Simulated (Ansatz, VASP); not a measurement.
## One calculation of Ir, two programs

INCAR

```
PREC = Accurate ; ENCUT = 500
EDIFF = 1E-6 ; ISMEAR = 0
SIGMA = 0.1 ; LREAL = F
LASPH = T ; NELM = 120
ALGO = Normal ; ISIF = 2
LWAVE = F ; LCHARG = F
GGA = PE ; NBANDS = 16
GGA_COMPAT = F
```

The input KPOINTS:

```
Automatic mesh
0
Gamma
  9 9 4
```

POSCAR

```
Ir
1.0
    2.7513778946      0.0000000000      0.0000000000
   -1.3756889473      2.3827631521      0.0000000000
    0.0000000000      0.0000000000      4.4622900000
Ir
2
Direct
    0.6666666700      0.3333333300      0.7500000000
    0.3333333300      0.6666666700      0.2500000000
```

Input for Ansatz:

```yaml
crystal:
  lattice:
    - [2.7513778946, 0.0, 0.0]
    - [-1.3756889473, 2.3827631521, 0.0]
    - [0.0, 0.0, 4.46229]
  atoms:
    - { symbol: Ir, position: [0.66666667, 0.33333333, 0.75] }
    - { symbol: Ir, position: [0.33333333, 0.66666667, 0.25] }
basis:
  ecutwfc: 420
kpoints:
  mp_grid: { grid: [9, 9, 4] }
hamiltonian:
  xc: pbe
  pseudopotentials: { kind: paw, azcp: { folder: soft_1 } }
scf:
  occupations: { method: gaussian, width: 0.1 }
output:
  forces: true
  stress: true
  eigenvalues: true
```

Alike in both runs: task single point; functional PBE; k mesh 9 × 9 × 4; occupations gaussian, width 0.1 eV; no spin polarisation.

```csv
,VASP,Ansatz
version,VASP 6.6.1,Ansatz 0.2.0
potentials or method,"VASP PAW PBE potentials, release 64 (Ir), cutoff 500 eV","scalar-relativistic, plane waves, PAW"
valence electrons in the cell,18,34
```

Ansatz gave:

* gap on the k mesh at the Fermi level (eV): none
* pressure (GPa): -2.1
* traceless stress, the component that is largest in VASP (GPa): -0.06

Q: What did VASP give for the same quantities?

A: gap on the k mesh at the Fermi level (eV): none; pressure (GPa): -1.6; traceless stress, the component that is largest in VASP (GPa): -0.05.

A gap of «none» marks a metal or a gap that the smearing closes. VASP's potentials hold 18 valence electrons a cell and Ansatz's 34, so a difference there can come from the potentials and not from the codes.

Neither program's run includes spin-orbit coupling.
